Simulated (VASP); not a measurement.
# ZrB2 (P6/mmm) in VASP: notebook, part 3 of 3

VASP 6.6.1. The steps go on from the part before.

### 4 Electric field gradients, PBE (10.79 Å³/atom)

This run uses another cell than the first one, of 10.79 Å³/atom.

INCAR

```
SYSTEM = ZrB2
PREC = Accurate
ENCUT = 520
EDIFF = 1E-8
ISMEAR = -1
SIGMA = 0.05
LREAL = .False.
LASPH = .True.
NELM = 80
ALGO = Normal
ISIF = 2
LWAVE = .False.
LCHARG = .False.
GGA = PE
LEFG = .True.
NBANDS = 16
```

KPOINTS

```
regular mesh
0
Gamma
  12 12 9
  0 0 0
```

POSCAR

```
ZrB2
1.0
    3.2270744050      0.0000000000      0.0000000000
   -1.6135372026      2.7947284147      0.0000000000
    0.0000000000      0.0000000000      3.5890371349
Zr B
1 2
Direct
    0.0000000000      0.0000000000      0.0000000000
    0.3333333333      0.6666666667      0.5000000000
    0.6666666667      0.3333333333      0.5000000000
```

Potentials or basis: VASP PAW PBE potentials, release 64 (Zr_sv, B).

Run with:

```sh
$ cat potpaw_PBE.64/Zr_sv/POTCAR potpaw_PBE.64/B/POTCAR > POTCAR
$ mpirun -np 1 vasp_std > vasp.out
```

OUTCAR:

```text
SYSTEM = ZrB2
   PREC = Accurate
   ENCUT = 520
   EDIFF = 1E-8
   ISMEAR = -1
   LREAL = .False.
   LASPH = .True.
   NELM = 80
   ISIF = 2
   GGA = PE

 ion  position               nearest neighbor table
   1  0.000  0.000  0.000-   2 2.59   3 2.59   2 2.59   3 2.59   3 2.59   3 2.59   2 2.59   2 2.59
                             3 2.59   3 2.59   2 2.59   2 2.59
   2  0.333  0.667  0.500-   3 1.86   3 1.86   3 1.86   1 2.59   1 2.59   1 2.59   1 2.59   1 2.59
                             1 2.59
   3  0.667  0.333  0.500-   2 1.86   2 1.86   2 1.86   1 2.59   1 2.59   1 2.59   1 2.59   1 2.59
                             1 2.59

  LATTYP: Found a hexagonal cell.
 ALAT       =     3.2270744050
 C/A-ratio  =     1.1121643583

  Lattice vectors:

 A1 = (   3.2270744050,   0.0000000000,   0.0000000000)
 A2 = (  -1.6135372026,   2.7947284147,   0.0000000000)
 A3 = (   0.0000000000,   0.0000000000,   3.5890371349)

Analysis of symmetry for initial positions (statically):
=====================================================================
 Subroutine PRICEL returns:
 Original cell was already a primitive cell.

 Routine SETGRP: Setting up the symmetry group for a
 hexagonal supercell.

 Subroutine GETGRP returns: Found 24 space group operations
 (whereof 24 operations were pure point group operations)
 out of a pool of 24 trial point group operations.

The static configuration has the point symmetry D_6h.

Analysis of symmetry for dynamics (positions and initial velocities):
=====================================================================
 Subroutine PRICEL returns:
 Original cell was already a primitive cell.

 Routine SETGRP: Setting up the symmetry group for a
 hexagonal supercell.

 Subroutine GETGRP returns: Found 24 space group operations
 (whereof 24 operations were pure point group operations)
 out of a pool of 24 trial point group operations.

The dynamic configuration has the point symmetry D_6h.

 Subroutine INISYM returns: Found 24 space group operations
 (whereof 24 operations are pure point group operations),
 and found     1 'primitive' translations

----------------------------------------------------------------------------------------

                                     Primitive cell

  volume of cell :      32.3688

  direct lattice vectors                    reciprocal lattice vectors
     3.227074405  0.000000000  0.000000000     0.309878198  0.178908261  0.000000000
    -1.613537203  2.794728415  0.000000000     0.000000000  0.357816522  0.000000000
     0.000000000  0.000000000  3.589037135     0.000000000  0.000000000  0.278626262

  length of vectors
     3.227074405  3.227074405  3.589037135     0.357816522  0.357816522  0.278626262

  position of ions in fractional coordinates (direct lattice)
     0.000000000  0.000000000  0.000000000
     0.333333333  0.666666667  0.500000000
     0.666666667  0.333333333  0.500000000

  ion indices of the primitive-cell ions
   primitive index   ion index
                 1           1
                 2           2
                 3           3

[... 85 lines left out ...]
   EFERMI =   0.00;   METHOD = LEGACY
   ISMEAR =    -1;   SIGMA  =   0.05  broadening in eV -4-tet -1-fermi 0-gaus
   EFERMI_NEDOS =   21; number of points for ismear=-14 and -15
   IALGO  =     38    algorithm
   IMIX   =      4    mixing-type and parameters
     AMIX     =   0.40;   BMIX     =  1.00
     AMIX_MAG =   1.60;   BMIX_MAG =  1.00
  volume/ion in A,a.u.               =      10.79        72.81
  Fermi-wavevector in a.u.,A,eV,Ry     =   1.346243  2.544031 24.658797  1.812370
  Thomas-Fermi vector in A             =   2.474091
   LORBIT       =      0    0 simple, 1 ext, 2 COOP (PROOUT), +10 PAW based schemes
   GGA     = PE    functional components
   LHFCALC =     F    Hartree Fock is set to
   AEXX    =    0.0000 exact exchange contribution
   IVDW    =     0    specifies the selected vdW correction
   LEPSILON=     F    determine dielectric tensor
   LRPA    =     F    only Hartree local field effects (RPA)
 non-spin polarized calculation
  energy-cutoff  :      520.00
  volume of cell :       32.37
 maximum number of plane-waves:       892
   NGX = 13   NGY = 13   NGZ = 13

 number of electron      18.0000000 magnetization

 Free energy of the ion-electron system (eV)
  ---------------------------------------------------
  ext. energy  EPLUGINS =         0.00000000
  ---------------------------------------------------
  free energy    TOTEN  =       -24.93155139 eV

  energy without entropy =      -24.92945944  energy(sigma->0) =      -24.93050541

 E-fermi :  10.0451     XC(G=0): -12.2041

 val. band max:        9.9001649151   @ k =   0.0833   0.0833   0.3333
 cond. band min:      10.0474006622   @ k =   0.1667   0.1667   0.1111
 fundamental gap:      0.1472357471
 Fermi energy:        10.0451285559

 k-point     1 :       0.0000    0.0000    0.0000
  band No.  band energies     occupation
      1     -38.8365      2.00000
      2     -16.9917      2.00000
      3     -16.5138      2.00000
      4     -16.5138      2.00000
      5      -2.5159      2.00000
      6       7.4220      2.00000
[... 433 lines left out ...]
      3     -16.9164      2.00000
      4     -16.6453      2.00000
      5      -0.5387      2.00000
      6       3.6224      2.00000
[... 8 lines left out ...]
     15      17.1665      0.00000
     16      19.9113      0.00000

 [... further k-points ...]

------------------------ aborting loop because EDIFF is reached ----------------------------------------

  FORCE on cell =-STRESS in cart. coord.  units (eV):
  Direction    XX          YY          ZZ          XY          YZ          ZX
  --------------------------------------------------------------------------------------
  -------------------------------------------------------------------------------------
  Total       -2.2821527     -2.2821527     -1.7576195      0.0000000      0.0000000      0.0000000
  in kB     -112.9610545   -112.9610545    -86.9979253      0.0000000      0.0000000      0.0000000
  external PRESSURE =    -104.3066781 kB  Pullay stress =       0.0000000 kB

 VOLUME and BASIS-vectors are now :
 -----------------------------------------------------------------------------
  energy-cutoff  :      520.00
  volume of cell :       32.37
      direct lattice vectors                 reciprocal lattice vectors
     3.227074405  0.000000000  0.000000000     0.309878198  0.178908261  0.000000000
    -1.613537203  2.794728415  0.000000000     0.000000000  0.357816522  0.000000000
     0.000000000  0.000000000  3.589037135     0.000000000  0.000000000  0.278626262

 POSITION                                       TOTAL-FORCE (eV/Angst)
 -----------------------------------------------------------------------------------
      0.00000      0.00000      0.00000         0.000000      0.000000      0.000000
     -0.00000      1.86315      1.79452        -0.000000      0.000000      0.000000
      1.61354      0.93158      1.79452         0.000000      0.000000      0.000000
 -----------------------------------------------------------------------------------
    total drift:                               -0.000000      0.000000     -0.000000

  FREE ENERGIE OF THE ION-ELECTRON SYSTEM (eV)
  ---------------------------------------------------
  free  energy   TOTEN  =       -24.9315513894 eV

  energy  without entropy=      -24.9294594380  energy(sigma->0) =      -24.93050541

 Electric field gradients (V/A^2)
---------------------------------------------------------------------
 ion       V_xx      V_yy      V_zz      V_xy      V_xz      V_yz
---------------------------------------------------------------------
   1     -20.117   -20.117    40.234     0.000     0.000    -0.000
   2      -0.789    -0.790     1.579    -0.000     0.000    -0.000
   3      -0.789    -0.790     1.579    -0.000     0.000     0.000
---------------------------------------------------------------------

 Electric field gradients after diagonalization (V/A^2)
 (convention: |V_zz| > |V_xx| > |V_yy|)
----------------------------------------------------------------------
 ion       V_xx      V_yy      V_zz     asymmetry (V_yy - V_xx)/ V_zz
----------------------------------------------------------------------
   1     -20.117   -20.117    40.234       0.000
   2      -0.790    -0.789     1.579       0.000
   3      -0.790    -0.789     1.579       0.000
----------------------------------------------------------------------

           NMR quadrupolar parameters

 Cq : quadrupolar parameter    Cq=e*Q*V_zz/h
 eta: asymmetry parameters     (V_yy - V_xx)/ V_zz
 Q  : nuclear electric quadrupole moment in mb (millibarn)
----------------------------------------------------------------------
 ion       Cq(MHz)       eta       Q (mb)
----------------------------------------------------------------------
   1       0.097       0.000       1.000
   2       0.004       0.000       1.000
   3       0.004       0.000       1.000
----------------------------------------------------------------------
```

stdout:

```text
POSCAR found type information on POSCAR ZrB
 POSCAR found :  2 types and       3 ions
 scaLAPACK will be used
 LDA part: xc-table for (Slater+PW92), standard interpolation
 POSCAR, INCAR and KPOINTS ok, starting setup
 FFT: planning ... GRIDC
 FFT: planning ... GRID_SOFT
 FFT: planning ... GRID
 WAVECAR not read
 entering main loop
ion   1

ion   2

ion   3
```

Wall time 62 s (1 thread of Intel Xeon 8259CL, shared host); peak memory 0.18 GiB.

What came out:

* Free energy: -24.9316 eV
* Pressure: -10.4 GPa
* Band gap on the k mesh: zero (bands 9 and 10 overlap by 1.21 eV)
* Largest electric field gradient by atom: Zr +40.2; B +1.6 V/Å²

Stress tensor (GPa, compression positive):
```
-11.30   0.00   0.00
  0.00 -11.30   0.00
  0.00   0.00  -8.70
```

Levels at points of the mesh, in eV from the Fermi level:
| k point | band 6 | band 7 | band 8 | band 9 | band 10 | band 11 | band 12 | band 13 |
| --- | --- | --- | --- | --- | --- | --- | --- | --- |
| (0.00, 0.00, 0.00) | -2.62 | -2.62 | -2.54 | -2.43 | 3.09 | 3.09 | 3.86 | 3.86 |
| (0.50, 0.00, 0.00) | -8.56 | -3.79 | -3.08 | -2.62 | 2.06 | 2.08 | 4.50 | 4.56 |

Electric field gradients, principal values (V/Å²):
| atom | least | middle | greatest (by size) |
| --- | --- | --- | --- |
| 1 Zr | -20.117 | -20.117 | 40.234 |
| 2 B | -0.789 | -0.790 | 1.579 |
| 3 B | -0.789 | -0.790 | 1.579 |

Caveat: the cell stands under tension; without QUAD_EFG the Cq values of the log hold for a quadrupole moment of 1 mb, not for the nuclei.
